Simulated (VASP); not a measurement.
# BaTiO3 (Cm) in VASP: single point with PBE

Aim: the single point of BaTiO3 with PBE.

All numbers are computed with VASP 6.6.1; they aren't measurements. Logs are shortened: lines on timing, memory, paths and dates and some standing lists are left out, and cuts for length are marked.

**1. The cell of the first run**

The structure is monoclinic, space group Cm (No. 8). The conventional cell has a = 5.757 Å, b = 5.726 Å, c = 4.060 Å, α = 90.00°, β = 90.43°, γ = 90.00°. Ba (site symmetry m) has 12 O at 2.78 to 2.98 Å and 8 Ti at 3.43 to 3.64 Å within 3.7 Å. Ti (site symmetry m) has 6 O at 1.87 to 2.21 Å within 2.5 Å. Within 2.6 Å of O (site symmetry m) lie 2 Ti at 1.96 to 2.10 Å. Within 2.5 Å of O (site symmetry 1) lie 2 Ti at 1.87 to 2.21 Å.

**2. Single point, PBE (atom 3 (O) moved +0.175 Å along Cartesian [0 0 1])**

Contents of INCAR:

```
PREC = Accurate
ENCUT = 1340
EDIFF = 1E-6
ISMEAR = 0
SIGMA = 0.05
LREAL = False
LASPH = True
NELM = 120
ALGO = Normal
ISIF = 2
LWAVE = False
LCHARG = False
GGA = PE
NBANDS = 28
GGA_COMPAT = False
```

Contents of KPOINTS:

```
Automatic mesh
0
Gamma
  6 6 6
```

Contents of POSCAR:

```
BaTiO3
1.0
    2.8630706910      1.6529946342      2.3563003940
   -2.8630706910      1.6529946342      2.3563003940
    0.0000000000     -3.3059892684      2.3563003940
Ba Ti O
1 1 3
Direct
    0.0049545205      0.0049545205      0.0049545205
    0.5191875227      0.5191875227      0.5191875227
    0.5131501694      0.5131501694      1.0025265867
    0.4883938465      0.9777702638      0.4883938465
    0.9777702638      0.4883938465      0.4883938465
```

Potentials or basis: VASP PAW PBE potentials, release 64 (Ba_sv, Ti_sv, O_h).

Command:

```console
cat potpaw_PBE.64/Ba_sv/POTCAR potpaw_PBE.64/Ti_sv/POTCAR potpaw_PBE.64/O_h/POTCAR > POTCAR
mpirun -np 1 vasp_std > vasp.out
```

OUTCAR:

```text
PREC = Accurate
   ENCUT = 1340
   EDIFF = 1E-6
   ISMEAR = 0
   LREAL = False
   LASPH = True
   NELM = 120
   ISIF = 2
   GGA = PE

 ion  position               nearest neighbor table
   1  0.005  0.005  0.005-   4 2.78   5 2.78   3 2.83   3 2.86   3 2.86   4 2.87   5 2.87   5 2.87
                             4 2.87   3 2.93   5 2.98   4 2.98   2 3.43   2 3.48   2 3.48   2 3.48
   2  0.519  0.519  0.519-   4 1.87   5 1.87   3 1.96   3 2.10   4 2.21   5 2.21   1 3.43   1 3.48
                             1 3.48   1 3.48   1 3.54   1 3.54   1 3.54   1 3.64
   3  0.513  0.513  0.003-   2 1.96   2 2.10   1 2.83   1 2.86   1 2.86   1 2.93
   4  0.488  0.978  0.488-   2 1.87   2 2.21   1 2.78   1 2.87   1 2.87   1 2.98
   5  0.978  0.488  0.488-   2 1.87   2 2.21   1 2.78   1 2.87   1 2.87   1 2.98

  LATTYP: Found a trigonal (rhomboedric) cell.
 ALAT       =     4.0597680462
 COS(alpha) =     0.0053009664

  Lattice vectors:

 A1 = (   2.8630706910,   1.6529946342,   2.3563003940)
 A2 = (  -2.8630706910,   1.6529946342,   2.3563003940)
 A3 = (   0.0000000000,  -3.3059892684,   2.3563003940)

Analysis of symmetry for initial positions (statically):
=====================================================================
 Subroutine PRICEL returns:
 Original cell was already a primitive cell.

 Routine SETGRP: Setting up the symmetry group for a
 trigonal (rhombohedral) supercell.

 Subroutine GETGRP returns: Found  2 space group operations
 (whereof  2 operations were pure point group operations)
 out of a pool of 12 trial point group operations.

The static configuration has the point symmetry C_1h.

Analysis of symmetry for dynamics (positions and initial velocities):
=====================================================================
 Subroutine PRICEL returns:
 Original cell was already a primitive cell.

 Routine SETGRP: Setting up the symmetry group for a
 trigonal (rhombohedral) supercell.

 Subroutine GETGRP returns: Found  2 space group operations
 (whereof  2 operations were pure point group operations)
 out of a pool of 12 trial point group operations.

The dynamic configuration has the point symmetry C_1h.

 Subroutine INISYM returns: Found  2 space group operations
 (whereof  2 operations are pure point group operations),
 and found     1 'primitive' translations

----------------------------------------------------------------------------------------

                                     Primitive cell

  volume of cell :      66.9091

  direct lattice vectors                    reciprocal lattice vectors
     2.863070691  1.652994634  2.356300394     0.174637672  0.100827107  0.141464702
    -2.863070691  1.652994634  2.356300394    -0.174637672  0.100827107  0.141464702
     0.000000000 -3.305989268  2.356300394     0.000000000 -0.201654214  0.141464702

  length of vectors
     4.059768046  4.059768046  4.059768046     0.246326377  0.246326377  0.246326377

  position of ions in fractional coordinates (direct lattice)
     0.004954521  0.004954521  0.004954521
     0.519187523  0.519187523  0.519187523
     0.513150169  0.513150169  0.002526587
     0.488393847  0.977770264  0.488393847
     0.977770264  0.488393847  0.488393847

  ion indices of the primitive-cell ions
   primitive index   ion index
                 1           1
                 2           2
                 3           3
                 4           4
                 5           5

----------------------------------------------------------------------------------------

 KPOINTS: Automatic mesh

Automatic generation of k-mesh.
 Grid dimensions read from file:
 generate k-points for:    6    6    6

 Generating k-lattice:

  Cartesian coordinates                     Fractional coordinates (reciprocal lattice)
     0.029106279  0.016804518  0.023577450     0.166666667 -0.000000000  0.000000000
    -0.029106279  0.016804518  0.023577450    -0.000000000  0.166666667  0.000000000
     0.000000000 -0.033609036  0.023577450     0.000000000  0.000000000  0.166666667

  Length of vectors
     0.041054396  0.041054396  0.041054396

  Shift w.r.t. Gamma in fractional coordinates (k-lattice)
     0.000000000  0.000000000  0.000000000

 Subroutine IBZKPT returns following result:
 ===========================================

 Found     68 irreducible k-points:

 Following reciprocal coordinates:
            Coordinates               Weight
  0.000000  0.000000  0.000000      1.000000
  0.166667  0.000000 -0.000000      4.000000
  0.000000  0.000000  0.166667      2.000000
  0.333333  0.000000  0.000000      4.000000
  0.000000  0.000000  0.333333      2.000000
  0.500000  0.000000  0.000000      2.000000
[... 16 lines left out ...]
  0.500000  0.333333  0.000000      4.000000
  0.500000  0.000000 -0.333333      4.000000
 [... further k-points ...]
   k-points           NKPTS =     68   k-points in BZ     NKDIM =     68   number of bands    NBANDS=     28
   number of dos      NEDOS =    301   number of ions     NIONS =      5
   total plane-waves  NPLWV = 110592
   dimension x,y,z NGX =    48 NGY =   48 NGZ =   48
   dimension x,y,z NGXF=    96 NGYF=   96 NGZF=   96
   ions per type =               1   1   3
   NGX,Y,Z   is equivalent  to a cutoff of  19.66, 19.66, 19.66 a.u.
   NGXF,Y,Z  is equivalent  to a cutoff of  39.31, 39.31, 39.31 a.u.
 SYSTEM =  unknown system
   PREC   = accura    normal or accurate (medium, high low for compatibility)
   ISTART =      0    job   : 0-new  1-cont  2-samecut
   ICHARG =      2    charge: 1-file 2-atom 10-const
   ISPIN  =      1    spin polarized calculation?
   LNONCOLLINEAR =      F non collinear calculations
   LSORBIT =      F    spin-orbit coupling
   LASPH  =      T    aspherical Exc in radial PAW
   ENCUT  = 1340.0 eV  98.49 Ry    9.92 a.u.  12.12 12.12 12.12*2*pi/ulx,y,z
   NELM   =    120;   NELMIN=  2; NELMDL= -5     # of ELM steps
   EDIFF  = 0.1E-05   stopping-criterion for ELM
   LREAL  =      F    real-space projection
   EDIFFG = 0.1E-04   stopping-criterion for IOM
   NSW    =      0    number of steps for IOM
   IBRION =     -1    ionic relax: 0-MD 1-quasi-New 2-CG
   NFREE  =      0    steps in history (QN), initial steepest desc. (CG)
   ISIF   =      2    stress and relaxation
   ISYM   =      2    0-nonsym 1-usesym 2-fastsym
   POTIM  = 0.5000    time-step for ionic-motion
   TEBEG  =    0.0;   TEEND  =   0.0 temperature during run
   PSTRESS=    0.0 pullay stress
   NELECT =      40.0000    total number of electrons
   NUPDOWN=      -1.0000    fix difference up-down
   EMIN   =  10.00;   EMAX   =-10.00  energy-range for DOS
   EFERMI =   0.00;   METHOD = LEGACY
   ISMEAR =     0;   SIGMA  =   0.05  broadening in eV -4-tet -1-fermi 0-gaus
   EFERMI_NEDOS =   21; number of points for ismear=-14 and -15
   IALGO  =     38    algorithm
   IMIX   =      4    mixing-type and parameters
     AMIX     =   0.40;   BMIX     =  1.00
     AMIX_MAG =   1.60;   BMIX_MAG =  1.00
  volume/ion in A,a.u.               =      13.38        90.31
  Fermi-wavevector in a.u.,A,eV,Ry     =   1.379112  2.606145 25.877617  1.901951
  Thomas-Fermi vector in A             =   2.504112
   LORBIT       =      0    0 simple, 1 ext, 2 COOP (PROOUT), +10 PAW based schemes
   GGA     = PE    functional components
   LHFCALC =     F    Hartree Fock is set to
   AEXX    =    0.0000 exact exchange contribution
   IVDW    =     0    specifies the selected vdW correction
   LEPSILON=     F    determine dielectric tensor
   LRPA    =     F    only Hartree local field effects (RPA)
 non-spin polarized calculation
 Gauss-broadening in eV      SIGMA  =   0.05
  energy-cutoff  :     1340.00
  volume of cell :       66.91
 maximum number of plane-waves:      7484
   NGX = 25   NGY = 25   NGZ = 25

 number of electron      39.9999998 magnetization

 Free energy of the ion-electron system (eV)
  ---------------------------------------------------
  ext. energy  EPLUGINS =         0.00000000
  ---------------------------------------------------
  free energy    TOTEN  =       -39.99289846 eV

  energy without entropy =      -39.99289846  energy(sigma->0) =      -39.99289846

 E-fermi :   4.1356     XC(G=0): -11.0184

 val. band max:        3.8596970018   @ k =   0.5000   0.5000   0.5000
 cond. band min:       5.9574440279   @ k =   0.0000   0.0000   0.0000
 fundamental gap:      2.0977470261
 Fermi energy:         4.1356166176

 k-point     1 :       0.0000    0.0000    0.0000
  band No.  band energies     occupation
      1     -52.6407      2.00000
      2     -28.8962      2.00000
      3     -28.8906      2.00000
      4     -28.8422      2.00000
      5     -21.1067      2.00000
      6     -12.9339      2.00000
[... 20 lines left out ...]
     27       8.8682      0.00000
     28      10.6995      0.00000

 k-point     2 :       0.1667    0.0000   -0.0000
  band No.  band energies     occupation
      1     -52.6405      2.00000
      2     -28.9048      2.00000
      3     -28.8923      2.00000
      4     -28.8418      2.00000
      5     -21.0836      2.00000
      6     -12.9376      2.00000
[... 20 lines left out ...]
     27       9.3667      0.00000
     28      11.3363      0.00000

 k-point     3 :       0.0000    0.0000    0.1667
  band No.  band energies     occupation
      1     -52.6405      2.00000
      2     -28.8958      2.00000
      3     -28.8902      2.00000
      4     -28.8531      2.00000
      5     -21.0835      2.00000
      6     -12.9561      2.00000
[... 20 lines left out ...]
     27       9.3336      0.00000
     28      11.3428      0.00000

 k-point     4 :       0.3333    0.0000    0.0000
  band No.  band energies     occupation
      1     -52.6401      2.00000
      2     -28.9256      2.00000
      3     -28.8919      2.00000
      4     -28.8410      2.00000
      5     -21.0366      2.00000
      6     -13.0166      2.00000
[... 20 lines left out ...]
     27      10.4842      0.00000
     28      11.9627      0.00000

 k-point     5 :       0.0000    0.0000    0.3333
  band No.  band energies     occupation
      1     -52.6401      2.00000
      2     -28.8950      2.00000
      3     -28.8894      2.00000
      4     -28.8748      2.00000
      5     -21.0363      2.00000
      6     -13.0567      2.00000
[... 20 lines left out ...]
     27      10.4727      0.00000
     28      11.9393      0.00000

 k-point     6 :       0.5000    0.0000    0.0000
  band No.  band energies     occupation
      1     -52.6399      2.00000
      2     -28.9361      2.00000
      3     -28.8916      2.00000
      4     -28.8406      2.00000
      5     -21.0127      2.00000
      6     -13.0789      2.00000
[... 463 lines left out ...]
      5     -20.9844      2.00000
      6     -12.7491      2.00000
[... 20 lines left out ...]
     27      11.9797      0.00000
     28      12.2070      0.00000

 k-point    22 :      -0.3333   -0.0000   -0.3333
  band No.  band energies     occupation
      1     -52.6395      2.00000
      2     -28.9237      2.00000
      3     -28.8908      2.00000
      4     -28.8730      2.00000
      5     -20.9839      2.00000
      6     -12.7992      2.00000
[... 20 lines left out ...]
     27      11.9508      0.00000
     28      12.2050      0.00000

 k-point    23 :       0.5000    0.3333    0.0000
  band No.  band energies     occupation
      1     -52.6393      2.00000
      2     -28.9345      2.00000
      3     -28.9223      2.00000
      4     -28.8394      2.00000
      5     -20.9662      2.00000
      6     -12.6945      2.00000
[... 20 lines left out ...]
     27      11.7605      0.00000
     28      12.8650      0.00000

 k-point    24 :       0.5000    0.0000   -0.3333
  band No.  band energies     occupation
      1     -52.6393      2.00000
      2     -28.9340      2.00000
      3     -28.8904      2.00000
      4     -28.8724      2.00000
      5     -20.9658      2.00000
      6     -12.7343      2.00000
[... 20 lines left out ...]
     27      11.7097      0.00000
     28      12.9153      0.00000

 [... further k-points ...]

------------------------ aborting loop because EDIFF is reached ----------------------------------------

  FORCE on cell =-STRESS in cart. coord.  units (eV):
  Direction    XX          YY          ZZ          XY          YZ          ZX
  --------------------------------------------------------------------------------------
  -------------------------------------------------------------------------------------
  Total        0.4422932     -0.1732556     -0.0208041      0.0000000      0.2766419      0.0000000
  in kB       10.5909622     -4.1487037     -0.4981662      0.0000000      6.6243469      0.0000000
  external PRESSURE =       1.9813641 kB  Pullay stress =       0.0000000 kB

 VOLUME and BASIS-vectors are now :
 -----------------------------------------------------------------------------
  energy-cutoff  :     1340.00
  volume of cell :       66.91
      direct lattice vectors                 reciprocal lattice vectors
     2.863070691  1.652994634  2.356300394     0.174637672  0.100827107  0.141464702
    -2.863070691  1.652994634  2.356300394    -0.174637672  0.100827107  0.141464702
     0.000000000 -3.305989268  2.356300394     0.000000000 -0.201654214  0.141464702

 POSITION                                       TOTAL-FORCE (eV/Angst)
 -----------------------------------------------------------------------------------
      0.00000      0.00000      0.03502         0.000000     -0.041867      0.082757
      0.00000      0.00000      3.67009         0.000000      0.232215      0.235484
      0.00000      1.68812      2.42423         0.000000      0.211569     -1.059003
     -1.40112      0.80894      4.60553        -0.241975     -0.200959      0.370381
      1.40112      0.80894      4.60553         0.241975     -0.200959      0.370381
 -----------------------------------------------------------------------------------
    total drift:                               -0.000000     -0.000046     -0.000077

  FREE ENERGIE OF THE ION-ELECTRON SYSTEM (eV)
  ---------------------------------------------------
  free  energy   TOTEN  =       -39.9928984574 eV

  energy  without entropy=      -39.9928984574  energy(sigma->0) =      -39.99289846
```

It took 6.4 min on 1 thread of Intel Xeon Platinum 8488C (Sapphire Rapids), shared host; peak memory 0.68 GiB.

What came out:

* Free energy: -39.9929 eV
* Pressure: 0.2 GPa
* Largest force: 1.080 eV/Å
* Band gap on the k mesh: 2.10 eV (least direct gap 2.45 eV)

Forces in eV/Å, atoms in the order of the input:
```
Ba   0.000 -0.042  0.083
Ti   0.000  0.232  0.235
O    0.000  0.212 -1.059
O   -0.242 -0.201  0.370
O    0.242 -0.201  0.370
```

Caveat: the cell differs from its parent crystal (atom 3 (O) moved +0.175 Å along Cartesian [0 0 1]); spin-orbit coupling is left out, which moves the levels of the heavy elements; forces of over 1 eV/Å act on the atoms, so gaps and moduli don't describe the material at rest. A k mesh can miss the band edges.
